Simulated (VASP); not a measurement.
# TiC: single point with r2SCAN

Crystal: TiC.

```
Ti C
1.0
     0.00000    2.14205    2.14205
     2.14205    0.00000    2.14205
     2.14205    2.14205    0.00000
Ti C
1 1
Direct
  0.00000 0.00000 0.00000
  0.50000 0.50000 0.50000
```

* Program: VASP 6.6.1
* Task: single point
* Functional: r2SCAN
* Potentials or basis: VASP PAW PBE potentials, release 64 (Ti_sv, C)
* Cutoff: 520 eV
* k mesh: 16 × 16 × 16
* Occupations: gaussian, width 0.1 eV
* Spin: no spin polarisation
* Dipole correction: no
* Further INCAR settings: ALGO = Normal; EDIFF = 1e-06; NBANDS = 15

```json
{"Pressure": "9.5 GPa", "Band gap on the k mesh": "zero (bands 8 and 9 overlap by 1.34 eV)"}
```

Levels at points of the mesh, in eV from the Fermi level:
| k point | band 4 | band 5 | band 6 | band 7 | band 8 | band 9 | band 10 | band 11 | band 12 | band 13 |
| --- | --- | --- | --- | --- | --- | --- | --- | --- | --- | --- |
| (0.00, 0.00, 0.00) | -33.83 | -13.36 | 0.89 | 0.89 | 0.89 | 1.71 | 1.71 | 1.71 | 1.80 | 1.80 |
| (0.50, 0.00, 0.00) | -33.88 | -9.69 | -6.24 | -3.24 | -3.24 | 3.29 | 3.29 | 4.58 | 8.86 | 8.86 |
| (0.50, 0.50, 0.00) | -34.02 | -11.07 | -3.70 | -1.61 | -0.11 | -0.11 | 2.87 | 3.95 | 3.95 | 6.29 |

Wall time 4.4 min on 1 thread of Intel Xeon 8259CL (shared host), peak memory 0.18 GiB.

Caveat: the cell stands under pressure; the PAW data sets were made with another functional, which shifts forces and pressure a little.
